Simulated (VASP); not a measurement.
A run of VASP 6.6.1:

The input INCAR:

```
ALGO = Normal ; EDIFF = 1E-6
ENCUT = 520 ; GGA = PE
ISIF = 2 ; ISMEAR = -1
LASPH = T ; LCHARG = F
LREAL = F ; LWAVE = F
NBANDS = 14 ; NELM = 100
PREC = Accurate ; SIGMA = 0.05
```

The input KPOINTS:

```
k-points
0
Gamma
  10 10 6
```

Contents of POSCAR:

```
Na
1.0
    3.7566918103      0.0000000000      0.0000000000
   -1.8783459052      3.2533905419      0.0000000000
    0.0000000000      0.0000000000      6.0569958420
Na
2
Direct
    0.3333333333      0.6666666667      0.2500000000
    0.6666666667      0.3333333333      0.7500000000
```

Potentials or basis: VASP PAW PBE potentials, release 64 (Na_pv).

Command:

```console
$ cat potpaw_PBE.64/Na_pv/POTCAR > POTCAR
$ mpirun -np 1 vasp_std > vasp.out
```

Hardware: 1 thread of Intel(R) Xeon(R) 6975P-C (Granite Rapids), on a shared host.

**Question.** Estimate the wall time of this run.

**Answer.** Run time: 14 s on 1 thread of Intel(R) Xeon(R) 6975P-C (Granite Rapids), with other jobs on the host, peak memory 0.19 GiB. Counts: scf iterations 9, k points 56.
